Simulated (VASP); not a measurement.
# Sn3H (Fm-3m) in VASP: a series of runs

The runs below take Sn3H through single point, relaxation of cell and atoms, with PBE.

Everything below comes from runs of VASP 6.6.1. Logs are shortened: lines on timing, memory, paths and dates and some standing lists are left out, and cuts for length are marked.

### Step 1. The cell of the first run

It takes space group Fm-3m (No. 225, cubic). Conventional cell: a = 7.196 Å, b = 7.196 Å, c = 7.196 Å, α = 90.00°, β = 90.00°, γ = 90.00°. Sn (site symmetry -43m) has 10 Sn at 3.12 to 3.60 Å and 4 H at 3.12 Å within 4.1 Å. Sn (site symmetry m-3m) has 8 Sn at 3.12 Å and 6 H at 3.60 Å within 4.1 Å. Within 4.1 Å of H (site symmetry m-3m) lie 14 Sn at 3.12 to 3.60 Å.

### Step 2. Single point, PBE

INCAR reads:

```
SYSTEM = Sn3H
PREC     = Accurate       ! precision mode
ENCUT    = 520            ! plane-wave cutoff, eV
EDIFF    = 1E-6           ! SCF threshold, eV
ISMEAR   = 0              ! smearing method
SIGMA    = 0.1            ! smearing width, eV
LREAL    = .False.        ! projectors in reciprocal space
LASPH    = .True.         ! aspherical terms in the spheres
NELM     = 80             ! most SCF steps
ALGO     = Normal         ! electronic algorithm
ISIF     = 2              ! what is computed and relaxed
LWAVE    = .False.        ! write WAVECAR
LCHARG   = .True.         ! write CHGCAR
GGA      = PE             ! functional
LELF     = .True.         ! ELF
LVHAR    = .True.       
NBANDS   = 30             ! bands
```

KPOINTS reads:

```
Automatic mesh
0
Gamma
  4 4 4
  0 0 0
```

POSCAR reads:

```
Sn3H
1.0
    0.0000000000      3.5979065356      3.5979065356
    3.5979065356      0.0000000000      3.5979065356
    3.5979065356      3.5979065356      0.0000000000
Sn H
3 1
Direct
    0.7500000000      0.7500000000      0.7500000000
    0.2500000000      0.2500000000      0.2500000000
    0.0000000000      0.0000000000      0.0000000000
    0.5000000000      0.5000000000      0.5000000000
```

Potentials or basis: VASP PAW PBE potentials, release 64 (Sn_d, H).

Run with:

```sh
cat potpaw_PBE.64/Sn_d/POTCAR potpaw_PBE.64/H/POTCAR > POTCAR
mpirun -np 1 vasp_std > vasp.out
```

OUTCAR:

```text
SYSTEM = Sn3H
   PREC = Accurate
   ENCUT = 520
   EDIFF = 1E-6
   ISMEAR = 0
   LREAL = .False.
   LASPH = .True.
   NELM = 80
   ISIF = 2
   GGA = PE

 ion  position               nearest neighbor table
   1  0.750  0.750  0.750-   3 3.12   3 3.12   3 3.12   3 3.12   2 3.60   2 3.60   2 3.60   2 3.60
                             2 3.60   2 3.60
   2  0.250  0.250  0.250-   3 3.12   3 3.12   3 3.12   3 3.12   1 3.60   1 3.60   1 3.60   1 3.60
                             1 3.60   1 3.60
   3  0.000  0.000  0.000-   1 3.12   1 3.12   1 3.12   1 3.12   2 3.12   2 3.12   2 3.12   2 3.12

   4  0.500  0.500  0.500-

  LATTYP: Found a face centered cubic cell.
 ALAT       =     7.1958130712

  Lattice vectors:

 A1 = (   0.0000000000,   3.5979065356,   3.5979065356)
 A2 = (   3.5979065356,   0.0000000000,   3.5979065356)
 A3 = (   3.5979065356,   3.5979065356,   0.0000000000)

Analysis of symmetry for initial positions (statically):
=====================================================================
 Subroutine PRICEL returns:
 Original cell was already a primitive cell.

 Routine SETGRP: Setting up the symmetry group for a
 face centered cubic supercell.

 Subroutine GETGRP returns: Found 48 space group operations
 (whereof 48 operations were pure point group operations)
 out of a pool of 48 trial point group operations.

The static configuration has the point symmetry O_h .

Analysis of symmetry for dynamics (positions and initial velocities):
=====================================================================
 Subroutine PRICEL returns:
 Original cell was already a primitive cell.

 Routine SETGRP: Setting up the symmetry group for a
 face centered cubic supercell.

 Subroutine GETGRP returns: Found 48 space group operations
 (whereof 48 operations were pure point group operations)
 out of a pool of 48 trial point group operations.

The dynamic configuration has the point symmetry O_h .

 Subroutine INISYM returns: Found 48 space group operations
 (whereof 48 operations are pure point group operations),
 and found     1 'primitive' translations

----------------------------------------------------------------------------------------

                                     Primitive cell

  volume of cell :      93.1493

  direct lattice vectors                    reciprocal lattice vectors
     0.000000000  3.597906536  3.597906536    -0.138969702  0.138969702  0.138969702
     3.597906536  0.000000000  3.597906536     0.138969702 -0.138969702  0.138969702
     3.597906536  3.597906536  0.000000000     0.138969702  0.138969702 -0.138969702

  length of vectors
     5.088208219  5.088208219  5.088208219     0.240702585  0.240702585  0.240702585

  position of ions in fractional coordinates (direct lattice)
     0.750000000  0.750000000  0.750000000
     0.250000000  0.250000000  0.250000000
     0.000000000  0.000000000  0.000000000
     0.500000000  0.500000000  0.500000000

  ion indices of the primitive-cell ions
   primitive index   ion index
                 1           1
                 2           2
                 3           3
                 4           4

----------------------------------------------------------------------------------------

 KPOINTS: Automatic mesh

Automatic generation of k-mesh.
 Grid dimensions read from file:
 generate k-points for:    4    4    4

 Generating k-lattice:

  Cartesian coordinates                     Fractional coordinates (reciprocal lattice)
    -0.034742426  0.034742426  0.034742426     0.250000000  0.000000000  0.000000000
     0.034742426 -0.034742426  0.034742426     0.000000000  0.250000000  0.000000000
     0.034742426  0.034742426 -0.034742426     0.000000000  0.000000000  0.250000000

  Length of vectors
     0.060175646  0.060175646  0.060175646

  Shift w.r.t. Gamma in fractional coordinates (k-lattice)
     0.000000000  0.000000000  0.000000000

 Subroutine IBZKPT returns following result:
 ===========================================

 Found      8 irreducible k-points:

 Following reciprocal coordinates:
            Coordinates               Weight
  0.000000  0.000000  0.000000      1.000000
  0.250000  0.000000  0.000000      8.000000
  0.500000  0.000000  0.000000      4.000000
  0.250000  0.250000  0.000000      6.000000
  0.500000  0.250000  0.000000     24.000000
 -0.250000  0.250000  0.000000     12.000000
  0.500000  0.500000  0.000000      3.000000
 -0.250000  0.500000  0.250000      6.000000
   k-points           NKPTS =      8   k-points in BZ     NKDIM =      8   number of bands    NBANDS=     30
   number of dos      NEDOS =    301   number of ions     NIONS =      4
   total plane-waves  NPLWV =  64000
   dimension x,y,z NGX =    40 NGY =   40 NGZ =   40
   dimension x,y,z NGXF=    80 NGYF=   80 NGZF=   80
   ions per type =               3   1
   NGX,Y,Z   is equivalent  to a cutoff of  13.07, 13.07, 13.07 a.u.
   NGXF,Y,Z  is equivalent  to a cutoff of  26.14, 26.14, 26.14 a.u.
 SYSTEM =  Sn3H
   PREC   = accura    normal or accurate (medium, high low for compatibility)
   ISTART =      0    job   : 0-new  1-cont  2-samecut
   ICHARG =      2    charge: 1-file 2-atom 10-const
   ISPIN  =      1    spin polarized calculation?
   LNONCOLLINEAR =      F non collinear calculations
   LSORBIT =      F    spin-orbit coupling
   LASPH  =      T    aspherical Exc in radial PAW
   ENCUT  =  520.0 eV  38.22 Ry    6.18 a.u.   9.46  9.46  9.46*2*pi/ulx,y,z
   NELM   =     80;   NELMIN=  2; NELMDL= -5     # of ELM steps
   EDIFF  = 0.1E-05   stopping-criterion for ELM
   LREAL  =      F    real-space projection
[... 7 lines left out ...]
   TEBEG  =    0.0;   TEEND  =   0.0 temperature during run
   PSTRESS=    0.0 pullay stress
   NELECT =      43.0000    total number of electrons
   NUPDOWN=      -1.0000    fix difference up-down
   EMIN   =  10.00;   EMAX   =-10.00  energy-range for DOS
   EFERMI =   0.00;   METHOD = LEGACY
   ISMEAR =     0;   SIGMA  =   0.10  broadening in eV -4-tet -1-fermi 0-gaus
   EFERMI_NEDOS =   21; number of points for ismear=-14 and -15
   IALGO  =     38    algorithm
   IMIX   =      4    mixing-type and parameters
     AMIX     =   0.40;   BMIX     =  1.00
     AMIX_MAG =   1.60;   BMIX_MAG =  1.00
  volume/ion in A,a.u.               =      23.29       157.15
  Fermi-wavevector in a.u.,A,eV,Ry     =   1.265235  2.390947 21.780464  1.600819
  Thomas-Fermi vector in A             =   2.398498
   LORBIT       =      0    0 simple, 1 ext, 2 COOP (PROOUT), +10 PAW based schemes
   GGA     = PE    functional components
   LHFCALC =     F    Hartree Fock is set to
   AEXX    =    0.0000 exact exchange contribution
   IVDW    =     0    specifies the selected vdW correction
   LEPSILON=     F    determine dielectric tensor
   LRPA    =     F    only Hartree local field effects (RPA)
 non-spin polarized calculation
 Gauss-broadening in eV      SIGMA  =   0.10
  energy-cutoff  :      520.00
  volume of cell :       93.15
 maximum number of plane-waves:      2565
 NGX is ok and might be reduce to    40
   NGX = 19   NGY = 19   NGZ = 19

 number of electron      43.0000009 magnetization

 Free energy of the ion-electron system (eV)
  ---------------------------------------------------
  ext. energy  EPLUGINS =         0.00000000
  ---------------------------------------------------
  free energy    TOTEN  =       -12.90945212 eV

  energy without entropy =      -12.89214692  energy(sigma->0) =      -12.90079952

 E-fermi :   6.4507     XC(G=0):  -9.8859

 val. band max:        6.4196907122   @ k =  -0.2500   0.2500   0.0000
 cond. band min:       6.5804672177   @ k =   0.2500   0.0000   0.0000
 fundamental gap:      0.1607765055
 Fermi energy:         6.4507237279

 k-point     1 :       0.0000    0.0000    0.0000
  band No.  band energies     occupation
      1     -15.1245      2.00000
      2     -15.1245      2.00000
      3     -15.0726      2.00000
      4     -15.0726      2.00000
      5     -15.0726      2.00000
      6     -15.0655      2.00000
[... 22 lines left out ...]
     29      11.9017      0.00000
     30      11.9017      0.00000

 k-point     2 :       0.2500    0.0000    0.0000
  band No.  band energies     occupation
      1     -15.0996      2.00000
      2     -15.0996      2.00000
      3     -15.0961      2.00000
      4     -15.0961      2.00000
      5     -15.0960      2.00000
      6     -15.0488      2.00000
[... 22 lines left out ...]
     29      14.0492      0.00000
     30      14.0492      0.00000

 k-point     3 :       0.5000    0.0000    0.0000
  band No.  band energies     occupation
      1     -15.1099      2.00000
      2     -15.1099      2.00000
      3     -15.0828      2.00000
      4     -15.0508      2.00000
      5     -15.0508      2.00000
      6     -15.0423      2.00000
[... 22 lines left out ...]
     29      13.2589      0.00000
     30      13.3979      0.00000

 k-point     4 :       0.2500    0.2500    0.0000
  band No.  band energies     occupation
      1     -15.1101      2.00000
      2     -15.1091      2.00000
      3     -15.1091      2.00000
      4     -15.0850      2.00000
      5     -15.0668      2.00000
      6     -15.0574      2.00000
[... 22 lines left out ...]
     29      12.4910      0.00000
     30      15.0950      0.00000

 k-point     5 :       0.5000    0.2500    0.0000
  band No.  band energies     occupation
      1     -15.1155      2.00000
      2     -15.1057      2.00000
      3     -15.0828      2.00000
      4     -15.0801      2.00000
      5     -15.0696      2.00000
      6     -15.0484      2.00000
[... 22 lines left out ...]
     29      13.8785      0.00000
     30      15.5426      0.00000

 k-point     6 :      -0.2500    0.2500    0.0000
  band No.  band energies     occupation
      1     -15.1111      2.00000
      2     -15.1011      2.00000
      3     -15.0876      2.00000
      4     -15.0851      2.00000
      5     -15.0605      2.00000
      6     -15.0480      2.00000
[... 22 lines left out ...]
     29      14.2214      0.00000
     30      15.9447      0.00000

 k-point     7 :       0.5000    0.5000    0.0000
  band No.  band energies     occupation
      1     -15.1178      2.00000
      2     -15.1178      2.00000
      3     -15.0944      2.00000
      4     -15.0859      2.00000
      5     -15.0764      2.00000
      6     -15.0392      2.00000
[... 22 lines left out ...]
     29      13.9632      0.00000
     30      14.7195      0.00000

 k-point     8 :      -0.2500    0.5000    0.2500
  band No.  band energies     occupation
      1     -15.1103      2.00000
      2     -15.0999      2.00000
      3     -15.0999      2.00000
      4     -15.0637      2.00000
      5     -15.0629      2.00000
      6     -15.0622      2.00000
[... 22 lines left out ...]
     29      14.3639      0.00000
     30      15.1977      0.00000

------------------------ aborting loop because EDIFF is reached ----------------------------------------

  FORCE on cell =-STRESS in cart. coord.  units (eV):
  Direction    XX          YY          ZZ          XY          YZ          ZX
  --------------------------------------------------------------------------------------
  -------------------------------------------------------------------------------------
  Total       -0.0782742     -0.0782742     -0.0782742      0.0000000      0.0000000     -0.0000000
  in kB       -1.3463243     -1.3463243     -1.3463243      0.0000000      0.0000000     -0.0000000
  external PRESSURE =      -1.3463243 kB  Pullay stress =       0.0000000 kB

 VOLUME and BASIS-vectors are now :
 -----------------------------------------------------------------------------
  energy-cutoff  :      520.00
  volume of cell :       93.15
      direct lattice vectors                 reciprocal lattice vectors
     0.000000000  3.597906536  3.597906536    -0.138969702  0.138969702  0.138969702
     3.597906536  0.000000000  3.597906536     0.138969702 -0.138969702  0.138969702
     3.597906536  3.597906536  0.000000000     0.138969702  0.138969702 -0.138969702

 POSITION                                       TOTAL-FORCE (eV/Angst)
 -----------------------------------------------------------------------------------
      5.39686      5.39686      5.39686        -0.000000     -0.000000      0.000000
      1.79895      1.79895      1.79895         0.000000     -0.000000     -0.000000
      0.00000      0.00000      0.00000        -0.000000      0.000000     -0.000000
      3.59791      3.59791      3.59791        -0.000000      0.000000     -0.000000
 -----------------------------------------------------------------------------------
    total drift:                               -0.000000     -0.000000      0.000000

  FREE ENERGIE OF THE ION-ELECTRON SYSTEM (eV)
  ---------------------------------------------------
  free  energy   TOTEN  =       -12.9094521163 eV

  energy  without entropy=      -12.8921469165  energy(sigma->0) =      -12.90079952
```

Run time: 29 s. Hardware: 1 thread of Intel Xeon Platinum 8488C (Sapphire Rapids), shared host; peak memory 0.23 GiB.

Results:

- Free energy: -12.9095 eV
- Pressure: -0.1 GPa

Levels at points of the mesh, in eV from the Fermi level:
```csv
k point,band 18,band 19,band 20,band 21,band 22,band 23,band 24,band 25,band 26,band 27
"(0.00, 0.00, 0.00)",-2.68,-0.80,-0.80,-0.80,-0.54,-0.54,-0.54,0.18,3.18,3.18
"(0.50, 0.00, 0.00)",-4.31,-1.95,-1.95,-1.67,-0.06,-0.06,1.89,3.69,4.77,4.77
"(0.50, 0.50, 0.00)",-5.92,-3.48,-3.48,-2.56,3.03,3.74,3.74,4.03,5.05,5.39
```

Caveat: the k points lie up to 0.38 Å⁻¹ apart; spin-orbit coupling is left out, which moves the levels of the heavy elements.

### Step 3. Single point, PBE

This run uses another cell than the first one, of 27.94 Å³/atom, 1.200 times its volume.

INCAR reads:

```
ALGO = Normal
EDIFF = 1E-6
ENCUT = 520
GGA = PE
ISIF = 2
ISMEAR = 0
LASPH = True
LCHARG = True
LELF = True
LREAL = False
LVHAR = True
LWAVE = False
NBANDS = 30
NELM = 80
PREC = Accurate
SIGMA = 0.1
```

KPOINTS reads:

```
k-points
0
Gamma
  4 4 4
```

POSCAR reads:

```
Sn3H
1.0
    0.0000000000      3.8231070000      3.8231070000
    3.8231070000      0.0000000000      3.8231070000
    3.8231070000      3.8231070000      0.0000000000
Sn H
3 1
Direct
    0.7500000000      0.7500000000      0.7500000000
    0.2500000000      0.2500000000      0.2500000000
    0.0000000000      0.0000000000      0.0000000000
    0.5000000000      0.5000000000      0.5000000000
```

Potentials or basis: VASP PAW PBE potentials, release 64 (Sn_d, H).

Run with:

```sh
cat potpaw_PBE.64/Sn_d/POTCAR potpaw_PBE.64/H/POTCAR > POTCAR
mpirun -np 1 vasp_std > vasp.out
```

It took 29 s on 1 thread of Intel Xeon Platinum 8488C (Sapphire Rapids), shared host; peak memory 0.23 GiB.

The run converged. Its results:

```
Free energy : -12.5219 eV
Pressure    : -5.5 GPa
```

Levels at points of the mesh, in eV from the Fermi level:
```tsv
k point	band 17	band 18	band 19	band 20	band 21	band 22	band 23	band 24	band 25	band 26
(0.00, 0.00, 0.00)	-4.92	-3.42	-0.62	-0.62	-0.62	-0.41	-0.41	-0.41	-0.03	2.95
(0.50, 0.00, 0.00)	-7.29	-4.75	-1.60	-1.60	-1.57	0.06	0.06	1.41	2.72	4.16
(0.50, 0.50, 0.00)	-7.14	-6.03	-2.85	-2.85	-2.13	2.35	2.95	3.06	3.06	4.04
```

Caveat: spin-orbit coupling is left out, which moves the levels of the heavy elements.

### Step 4. Relaxation of cell and atoms, PBE

This run uses another cell than the first one, of 27.94 Å³/atom, 1.200 times its volume.

INCAR reads:

```
SYSTEM = Sn3H
PREC     = Accurate       ! precision mode
ENCUT    = 600            ! plane-wave cutoff, eV
EDIFF    = 1E-7           ! SCF threshold, eV
ISMEAR   = 0              ! smearing method
SIGMA    = 0.1            ! smearing width, eV
LREAL    = .FALSE.        ! projectors in reciprocal space
LASPH    = .TRUE.         ! aspherical terms in the spheres
NELM     = 80             ! most SCF steps
ALGO     = Normal         ! electronic algorithm
ISIF     = 3              ! what is computed and relaxed
LWAVE    = .FALSE.        ! write WAVECAR
LCHARG   = .FALSE.        ! write CHGCAR
GGA      = PE             ! functional
IBRION   = 2              ! ionic algorithm
NSW      = 90             ! ionic steps
EDIFFG   = -0.04          ! ionic threshold
```

KPOINTS reads:

```
Automatic mesh
0
G
  4 4 4
  0 0 0
```

POSCAR is that of step 3.

Run with:

```sh
cat potpaw_PBE.64/Sn_d/POTCAR potpaw_PBE.64/H/POTCAR > POTCAR
mpirun -np 1 vasp_std > vasp.out
```

Run time: 82 s. Hardware: 1 thread of Intel Xeon Platinum 8488C (Sapphire Rapids), shared host; peak memory 0.34 GiB.

The run converged. Its results:

* Free energy: -12.9101 eV
* Relaxed volume: 23.34 Å³/atom
* Relaxed cell: a = 5.092 Å, b = 5.092 Å, c = 5.092 Å, α = 60.00°, β = 60.00°, γ = 60.00°
* Space group after relaxing (to 0.05 Å): Fm-3m (No. 225)
* Energy gained by relaxing: 97.0 meV/atom
* Ionic steps: 3
* Pressure after relaxing: -0.2 GPa

Step by step:
```tsv
step	energy change (eV)	largest force (eV/Å)	pressure (GPa)	volume (Å³)
1	0.0000	0.0000	-5.44	111.76
2	-0.3635	0.0000	-1.85	97.11
3	-0.3880	0.0000	-0.19	93.37
```

Final structure:
```
Sn H
1.0
     0.00000    3.60077    3.60077
     3.60077    0.00000    3.60077
     3.60077    3.60077    0.00000
Sn H
3 1
Cartesian
  5.4012 5.4012 5.4012
  1.8004 1.8004 1.8004
  0.0000 0.0000 0.0000
  3.6008 3.6008 3.6008
```

Levels at points of the mesh, in eV from the Fermi level:
| k point | band 20 | band 21 | band 22 | band 23 | band 24 | band 25 |
| --- | --- | --- | --- | --- | --- | --- |
| (0.00, 0.00, 0.00) | -0.80 | -0.80 | -0.54 | -0.54 | -0.54 | 0.18 |
| (0.50, 0.00, 0.00) | -1.95 | -1.66 | -0.06 | -0.06 | 1.89 | 3.68 |
| (0.50, 0.50, 0.00) | -3.47 | -2.55 | 3.02 | 3.73 | 3.73 | 4.02 |

Caveat: the volume moved by over 15 % at a fixed basis, so the end points are rough; spin-orbit coupling is left out, which moves the levels of the heavy elements.

### Step 5. Overview

```csv
task,cell,cutoff (eV),gap on the mesh (eV),pressure (GPa)
single point,"a = 5.088 Å, angles 60.0°, 4 atoms",520,none,-0.1
single point,"a = 5.407 Å, angles 60.0°, 4 atoms",520,none,-5.5
relaxation of cell and atoms,"relaxed from a = 5.407 Å, angles 60.0°, 4 atoms",600,none,-0.2
```

Alike in all rows: level PBE; potentials or basis VASP PAW PBE potentials, release 64 (Sn_d, H); no spin polarisation; k mesh 4 × 4 × 4; smearing gaussian 0.1 eV.

Caveats: some runs use coarse meshes; spin-orbit coupling is left out, which moves the levels of the heavy elements; the volume moved by over 15 % at a fixed basis, so the end points are rough (some runs).

Absolute energies hang on the potentials; compare differences alone.
